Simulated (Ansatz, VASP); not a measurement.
## As in VASP and in Ansatz

```
CELL_PARAMETERS angstrom
-1.53000 1.53000 1.53000
1.53000 -1.53000 1.53000
1.53000 1.53000 -1.53000
ATOMIC_POSITIONS crystal
As 0.00000 0.00000 0.00000
```

Change from the starting cell: volume scaled by 0.75, PAW files.

Alike in both runs: task single point; functional PBE; k mesh 16 × 16 × 16; occupations fermi-dirac, width 0.05 eV; no spin polarisation.

|  | VASP | Ansatz |
| --- | --- | --- |
| version | VASP 6.6.1 | Ansatz 0.2.0 |
| potentials or method | VASP PAW PBE potentials, release 64 (As) | PAW with Ansatz's default frozen-core files, scalar-relativistic |
| plane-wave cutoff (eV) | 520 | 420 |
| valence electrons in the cell | 5 | 15 |

|  | VASP | Ansatz | Ansatz less VASP |
| --- | --- | --- | --- |
| pressure (GPa) | 43.7 | 42.9 | -0.82 |

Both programs put the cell under a high pressure, so it lies far from rest at this level. VASP's potentials hold 5 valence electrons a cell and Ansatz's 15, so a difference there can come from the potentials and not from the codes.
